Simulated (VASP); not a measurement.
# Fe (Pm-3m) in VASP: notebook

The runs below take Fe through single point, with LDA.

All numbers are computed with VASP 6.6.1; they aren't measurements. Logs are shortened: lines on timing, memory, paths and dates and some standing lists are left out, and cuts for length are marked.

**1. The cell of the first run**

Symmetry: Pm-3m, No. 221, cubic system. The conventional cell has a = 2.213 Å, b = 2.213 Å, c = 2.213 Å, α = 90.00°, β = 90.00°, γ = 90.00°. Fe (site symmetry m-3m) has 6 Fe at 2.21 Å within 2.9 Å.

**2. Single point, LDA**

INCAR reads:

```
SYSTEM = Fe
  PREC = Accurate
  ENCUT = 520
  EDIFF = 1E-7
  ISMEAR = -1
  SIGMA = 0.1
  LREAL = .FALSE.
  LASPH = .TRUE.
  NELM = 60
  ALGO = Normal
  ISIF = 2
  LWAVE = .FALSE.
  LCHARG = .FALSE.
  NBANDS = 10
```

KPOINTS reads:

```
Automatic mesh
0
G
  16 16 16
  0 0 0
```

POSCAR reads:

```
Fe
1.0
    2.2130377553      0.0000000000      0.0000000000
    0.0000000000      2.2130377553      0.0000000000
    0.0000000000      0.0000000000      2.2130377553
Fe
1
Direct
    0.0000000000      0.0000000000      0.0000000000
```

Potentials or basis: VASP PAW LDA potentials, release 64 (Fe).

On the command line:

```sh
> cat potpaw_LDA.64/Fe/POTCAR > POTCAR
> mpirun -np 1 vasp_std > vasp.out
```

OUTCAR:

```text
SYSTEM = Fe
   PREC = Accurate
   ENCUT = 520
   EDIFF = 1E-7
   ISMEAR = -1
   LREAL = .FALSE.
   LASPH = .TRUE.
   NELM = 60
   ISIF = 2

 ion  position               nearest neighbor table
   1  0.000  0.000  0.000-

  LATTYP: Found a simple cubic cell.
 ALAT       =     2.2130377553

  Lattice vectors:

 A1 = (   2.2130377553,   0.0000000000,   0.0000000000)
 A2 = (   0.0000000000,   2.2130377553,   0.0000000000)
 A3 = (   0.0000000000,   0.0000000000,   2.2130377553)

Analysis of symmetry for initial positions (statically):
=====================================================================
 Subroutine PRICEL returns:
 Original cell was already a primitive cell.

 Routine SETGRP: Setting up the symmetry group for a
 simple cubic supercell.

 Subroutine GETGRP returns: Found 48 space group operations
 (whereof 48 operations were pure point group operations)
 out of a pool of 48 trial point group operations.

The static configuration has the point symmetry O_h .

Analysis of symmetry for dynamics (positions and initial velocities):
=====================================================================
 Subroutine PRICEL returns:
 Original cell was already a primitive cell.

 Routine SETGRP: Setting up the symmetry group for a
 simple cubic supercell.

 Subroutine GETGRP returns: Found 48 space group operations
 (whereof 48 operations were pure point group operations)
 out of a pool of 48 trial point group operations.

The dynamic configuration has the point symmetry O_h .

 Subroutine INISYM returns: Found 48 space group operations
 (whereof 48 operations are pure point group operations),
 and found     1 'primitive' translations

----------------------------------------------------------------------------------------

                                     Primitive cell

  volume of cell :      10.8384

  direct lattice vectors                    reciprocal lattice vectors
     2.213037755  0.000000000  0.000000000     0.451867573  0.000000000  0.000000000
     0.000000000  2.213037755  0.000000000     0.000000000  0.451867573  0.000000000
     0.000000000  0.000000000  2.213037755     0.000000000  0.000000000  0.451867573

  length of vectors
     2.213037755  2.213037755  2.213037755     0.451867573  0.451867573  0.451867573

  position of ions in fractional coordinates (direct lattice)
     0.000000000  0.000000000  0.000000000

  ion indices of the primitive-cell ions
   primitive index   ion index
                 1           1

----------------------------------------------------------------------------------------

 KPOINTS: Automatic mesh

Automatic generation of k-mesh.
 Grid dimensions read from file:
 generate k-points for:   16   16   16

 Generating k-lattice:

  Cartesian coordinates                     Fractional coordinates (reciprocal lattice)
     0.028241723  0.000000000  0.000000000     0.062500000  0.000000000  0.000000000
     0.000000000  0.028241723  0.000000000     0.000000000  0.062500000  0.000000000
     0.000000000  0.000000000  0.028241723     0.000000000  0.000000000  0.062500000

  Length of vectors
     0.028241723  0.028241723  0.028241723

  Shift w.r.t. Gamma in fractional coordinates (k-lattice)
     0.000000000  0.000000000  0.000000000

 Subroutine IBZKPT returns following result:
 ===========================================

 Found    165 irreducible k-points:

 Following reciprocal coordinates:
            Coordinates               Weight
  0.000000  0.000000  0.000000      1.000000
  0.062500  0.000000  0.000000      6.000000
  0.125000  0.000000  0.000000      6.000000
  0.187500  0.000000  0.000000      6.000000
  0.250000  0.000000  0.000000      6.000000
  0.312500  0.000000  0.000000      6.000000
[... 16 lines left out ...]
  0.437500  0.125000  0.000000     24.000000
  0.500000  0.125000  0.000000     12.000000
 [... further k-points ...]
   k-points           NKPTS =    165   k-points in BZ     NKDIM =    165   number of bands    NBANDS=     10
   number of dos      NEDOS =    301   number of ions     NIONS =      1
   total plane-waves  NPLWV =   4096
   dimension x,y,z NGX =    16 NGY =   16 NGZ =   16
   dimension x,y,z NGXF=    32 NGYF=   32 NGZF=   32
   ions per type =               1
   NGX,Y,Z   is equivalent  to a cutoff of  12.02, 12.02, 12.02 a.u.
   NGXF,Y,Z  is equivalent  to a cutoff of  24.04, 24.04, 24.04 a.u.
 SYSTEM =  Fe
   PREC   = accura    normal or accurate (medium, high low for compatibility)
   ISTART =      0    job   : 0-new  1-cont  2-samecut
   ICHARG =      2    charge: 1-file 2-atom 10-const
   ISPIN  =      1    spin polarized calculation?
   LNONCOLLINEAR =      F non collinear calculations
   LSORBIT =      F    spin-orbit coupling
   LASPH  =      T    aspherical Exc in radial PAW
   ENCUT  =  520.0 eV  38.22 Ry    6.18 a.u.   4.11  4.11  4.11*2*pi/ulx,y,z
   NELM   =     60;   NELMIN=  2; NELMDL= -5     # of ELM steps
   EDIFF  = 0.1E-06   stopping-criterion for ELM
   LREAL  =      F    real-space projection
   EDIFFG = 0.1E-05   stopping-criterion for IOM
   NSW    =      0    number of steps for IOM
   IBRION =     -1    ionic relax: 0-MD 1-quasi-New 2-CG
   NFREE  =      0    steps in history (QN), initial steepest desc. (CG)
   ISIF   =      2    stress and relaxation
   ISYM   =      2    0-nonsym 1-usesym 2-fastsym
   POTIM  = 0.5000    time-step for ionic-motion
   TEBEG  =    0.0;   TEEND  =   0.0 temperature during run
   PSTRESS=    0.0 pullay stress
   NELECT =       8.0000    total number of electrons
   NUPDOWN=      -1.0000    fix difference up-down
   EMIN   =  10.00;   EMAX   =-10.00  energy-range for DOS
   EFERMI =   0.00;   METHOD = LEGACY
   ISMEAR =    -1;   SIGMA  =   0.10  broadening in eV -4-tet -1-fermi 0-gaus
   EFERMI_NEDOS =   21; number of points for ismear=-14 and -15
   IALGO  =     38    algorithm
   IMIX   =      4    mixing-type and parameters
     AMIX     =   0.40;   BMIX     =  1.00
     AMIX_MAG =   1.60;   BMIX_MAG =  1.00
  volume/ion in A,a.u.               =      10.84        73.14
  Fermi-wavevector in a.u.,A,eV,Ry     =   1.479504  2.795856 29.782210  2.188931
  Thomas-Fermi vector in A             =   2.593653
   LORBIT       =      0    0 simple, 1 ext, 2 COOP (PROOUT), +10 PAW based schemes
   GGA     = CA    functional components
   LHFCALC =     F    Hartree Fock is set to
   AEXX    =    0.0000 exact exchange contribution
   IVDW    =     0    specifies the selected vdW correction
   LEPSILON=     F    determine dielectric tensor
   LRPA    =     F    only Hartree local field effects (RPA)
 non-spin polarized calculation
  energy-cutoff  :      520.00
  volume of cell :       10.84
 maximum number of plane-waves:       304
   NGX =  9   NGY =  9   NGZ =  9

 number of electron       7.9999985 magnetization

 Free energy of the ion-electron system (eV)
  ---------------------------------------------------
  ext. energy  EPLUGINS =         0.00000000
  ---------------------------------------------------
  free energy    TOTEN  =        -8.38419707 eV

  energy without entropy =       -8.31588915  energy(sigma->0) =       -8.35004311

 E-fermi :   6.4166     XC(G=0): -13.5921

 val. band max:        6.4026202813   @ k =   0.2500   0.2500   0.1250
 cond. band min:       6.4526250730   @ k =   0.3125   0.3125   0.0625
 fundamental gap:      0.0500047917
 Fermi energy:         6.4165843265

 k-point     1 :       0.0000    0.0000    0.0000
  band No.  band energies     occupation
      1      -2.2464      2.00000
      2       2.2150      2.00000
      3       2.2150      2.00000
      4       7.4996      0.00004
      5       7.4996      0.00004
      6       7.4996      0.00004
      7      28.0350      0.00000
      8      28.0350      0.00000
      9      28.0350      0.00000
     10      32.4065      0.00000

 k-point     2 :       0.0625    0.0000    0.0000
  band No.  band energies     occupation
      1      -2.1123      2.00000
      2       2.2406      2.00000
      3       2.3011      2.00000
      4       7.4230      0.00009
      5       7.4230      0.00009
      6       7.5056      0.00004
      7      26.5126      0.00000
      8      28.2266      0.00000
      9      28.2266      0.00000
     10      32.3739      0.00000

 k-point     3 :       0.1250    0.0000    0.0000
  band No.  band energies     occupation
      1      -1.7206      2.00000
      2       2.3142      2.00000
      3       2.5524      2.00000
      4       7.2094      0.00072
      5       7.2094      0.00072
      6       7.5228      0.00003
      7      23.8756      0.00000
      8      28.7866      0.00000
      9      28.7866      0.00000
     10      32.2772      0.00000

 k-point     4 :       0.1875    0.0000    0.0000
  band No.  band energies     occupation
      1      -1.1039      2.00000
      2       2.4259      2.00000
      3       2.9474      2.00000
      4       6.9012      0.01560
      5       6.9012      0.01560
      6       7.5486      0.00002
      7      21.1880      0.00000
      8      29.6764      0.00000
      9      29.6764      0.00000
     10      32.1182      0.00000
[... 222 lines left out ...]
 k-point    22 :       0.3750    0.1250    0.0000
  band No.  band energies     occupation
      1       1.7468      2.00000
      2       3.0945      2.00000
      3       4.1039      2.00000
      4       5.9995      1.96959
      5       6.5170      0.53620
      6       7.3827      0.00013
      7      14.8276      0.00000
      8      27.8784      0.00000
      9      33.2595      0.00000
     10      34.4637      0.00000

 k-point    23 :       0.4375    0.1250    0.0000
  band No.  band energies     occupation
      1       2.3910      2.00000
      2       3.2248      2.00000
      3       3.9084      2.00000
      4       5.8266      1.99453
      5       7.0491      0.00358
      6       7.4037      0.00010
      7      13.3598      0.00000
      8      28.7289      0.00000
      9      33.1582      0.00000
     10      34.4169      0.00000

 k-point    24 :       0.5000    0.1250    0.0000
  band No.  band energies     occupation
      1       2.6618      2.00000
      2       3.3447      2.00000
      3       3.7043      2.00000
      4       5.7668      1.99699
      5       7.3384      0.00020
      6       7.4111      0.00010
      7      12.7727      0.00000
      8      29.1121      0.00000
      9      33.0776      0.00000
     10      33.9714      0.00000

 [... further k-points ...]
[... 5 lines left out ...]
  --------------------------------------------------------------------------------------
  -------------------------------------------------------------------------------------
  Total       -0.0570812     -0.0570812     -0.0570812     -0.0000000     -0.0000000      0.0000000
  in kB       -8.4379523     -8.4379523     -8.4379523     -0.0000000     -0.0000000      0.0000000
  external PRESSURE =      -8.4379523 kB  Pullay stress =       0.0000000 kB

 VOLUME and BASIS-vectors are now :
 -----------------------------------------------------------------------------
  energy-cutoff  :      520.00
  volume of cell :       10.84
      direct lattice vectors                 reciprocal lattice vectors
     2.213037755  0.000000000  0.000000000     0.451867573  0.000000000  0.000000000
     0.000000000  2.213037755  0.000000000     0.000000000  0.451867573  0.000000000
     0.000000000  0.000000000  2.213037755     0.000000000  0.000000000  0.451867573

 POSITION                                       TOTAL-FORCE (eV/Angst)
 -----------------------------------------------------------------------------------
      0.00000      0.00000      0.00000         0.000000      0.000000      0.000000
 -----------------------------------------------------------------------------------
    total drift:                               -0.000000     -0.000000      0.000000

  FREE ENERGIE OF THE ION-ELECTRON SYSTEM (eV)
  ---------------------------------------------------
  free  energy   TOTEN  =        -8.3841970748 eV

  energy  without entropy=       -8.3158891532  energy(sigma->0) =       -8.35004311
```

It took 15 s on 1 thread of Intel Xeon 6975P-C, shared host; peak memory 0.12 GiB.

What came out:

```
Free energy            : -8.3842 eV
Pressure               : -0.8 GPa
Band gap on the k mesh : zero (band 4 reaches 8.83 eV, above the bottom of band 5 at 5.67 eV)
```

Levels at points of the mesh, in eV from the Fermi level:
```tsv
k point	band 1	band 2	band 3	band 4	band 5	band 6	band 7	band 8
(0.00, 0.00, 0.00)	-8.66	-4.20	-4.20	1.08	1.08	1.08	21.62	21.62
(0.50, 0.00, 0.00)	-4.15	-3.49	-1.27	-0.70	-0.70	1.24	6.34	24.80
(0.50, 0.50, 0.00)	-5.40	-2.80	-0.33	-0.33	2.31	6.17	6.17	13.07
(0.50, 0.50, 0.50)	-3.88	-3.88	-3.88	2.41	2.41	13.20	14.46	14.46
```

Caveat: the run has no spin polarisation, though such a crystal can be magnetic. Spin polarisation is off, so any magnetic state and its effect on volume and gap are missing.

**3. Single point, LDA (volume scaled by 1.12)**

INCAR reads:

```
PREC     = Accurate       # precision mode
ENCUT    = 520            # plane-wave cutoff, eV
EDIFF    = 1E-6           # SCF threshold, eV
ISMEAR   = -1             # smearing method
SIGMA    = 0.1            # smearing width, eV
LREAL    = F              # projectors in reciprocal space
LASPH    = T              # aspherical terms in the spheres
NELM     = 80             # most SCF steps
ALGO     = Normal         # electronic algorithm
ISIF     = 2              # what is computed and relaxed
LWAVE    = F              # write WAVECAR
LCHARG   = T              # write CHGCAR
GGA      = CA             # functional
LELF     = T              # ELF
LVHAR    = T            
NBANDS   = 10             # bands
```

KPOINTS reads:

```
Automatic mesh
0
Gamma
  16 16 16
```

POSCAR reads:

```
Fe
1.0
    2.2982370983      0.0000000000      0.0000000000
    0.0000000000      2.2982370983      0.0000000000
    0.0000000000      0.0000000000      2.2982370983
Fe
1
Direct
    0.0000000000      0.0000000000      0.0000000000
```

Potentials or basis: VASP PAW LDA potentials, release 64 (Fe).

On the command line:

```sh
> cat potpaw_LDA.64/Fe/POTCAR > POTCAR
> mpirun -np 1 vasp_std > vasp.out
```

It took 30 s on 1 thread of Intel Xeon 6975P-C, shared host; peak memory 0.13 GiB.

Results (log left out):

| Property | Result |
| --- | --- |
| Free energy | -8.2793 eV |
| Pressure | -22.6 GPa |
| Band gap on the k mesh | zero (band 4 reaches 7.24 eV, above the bottom of band 5 at 4.56 eV) |

Levels at points of the mesh, in eV from the Fermi level:
| k point | band 1 | band 2 | band 3 | band 4 | band 5 | band 6 | band 7 | band 8 |
| --- | --- | --- | --- | --- | --- | --- | --- | --- |
| (0.00, 0.00, 0.00) | -7.99 | -3.59 | -3.59 | 0.92 | 0.92 | 0.92 | 20.15 | 20.15 |
| (0.50, 0.00, 0.00) | -3.75 | -2.98 | -1.03 | -0.58 | -0.58 | 1.05 | 5.50 | 23.77 |
| (0.50, 0.50, 0.00) | -4.55 | -2.45 | -0.27 | -0.27 | 1.97 | 5.69 | 5.69 | 12.24 |
| (0.50, 0.50, 0.50) | -3.27 | -3.27 | -3.27 | 2.05 | 2.05 | 13.03 | 13.05 | 13.05 |

Caveat: the run has no spin polarisation, though such a crystal can be magnetic.

**4. Single point, LDA, non-collinear spin, zero start, spin-orbit coupling**

INCAR reads:

```
SYSTEM = Fe
PREC = Accurate
ENCUT = 520
EDIFF = 1E-7
ISMEAR = -1
SIGMA = 0.1
LREAL = .FALSE.
LASPH = .TRUE.
NELM = 150
ALGO = Normal
ISIF = 2
LWAVE = .FALSE.
LCHARG = .TRUE.
LNONCOLLINEAR = .TRUE.
MAGMOM = 0 0 0
LORBIT = 11
LSORBIT = .TRUE.
GGA_COMPAT = .FALSE.
LORBMOM = .TRUE.
LMAXMIX = 4
GGA = CA
LVHAR = .TRUE.
NBANDS = 19
```

KPOINTS reads:

```
Automatic mesh
0
G
  14 14 14
  0 0 0
```

POSCAR reads:

```
Fe
1.0
    2.2130377553      0.0000000000      0.0000000000
    0.0000000000      2.2130377553      0.0000000000
    0.0000000000      0.0000000000      2.2130377553
Fe
1
Direct
    0.0000000000      0.0000000000      0.0000000000
```

On the command line:

```sh
> cat potpaw_LDA.64/Fe/POTCAR > POTCAR
> mpirun -np 1 vasp_ncl > vasp.out
```

Run time: 56 s. Hardware: 1 thread of Intel Xeon 6975P-C, shared host; peak memory 0.15 GiB.

It converged, with:

```yaml
Free_energy: -8.3901 eV
Pressure: -0.6 GPa
Net_moment: 0.00 μB per cell
Valence_electrons_inside_the_program's_atomic_spheres: Fe 7.60
```

Moments on the atoms (μB; x, y, z):
```
Fe  0.00 0.00 0.00
```

**5. The runs side by side**

| spin | cell | k mesh | gap on the mesh (eV) | pressure (GPa) |
| --- | --- | --- | --- | --- |
| off | a = 2.213 Å, 1 atom | 16 × 16 × 16 | none | -0.8 |
| off | a = 2.298 Å, 1 atom | 16 × 16 × 16 | none | -22.6 |
| non-collinear, zero start, SOC | a = 2.213 Å, 1 atom | 14 × 14 × 14 | - | -0.6 |

Alike in all rows: task single point; level LDA; potentials or basis VASP PAW LDA potentials, release 64 (Fe); cutoff (eV) 520; smearing fermi-dirac 0.1 eV.

Total energies depend on the potentials used, so only differences within one code and one set of settings carry meaning.
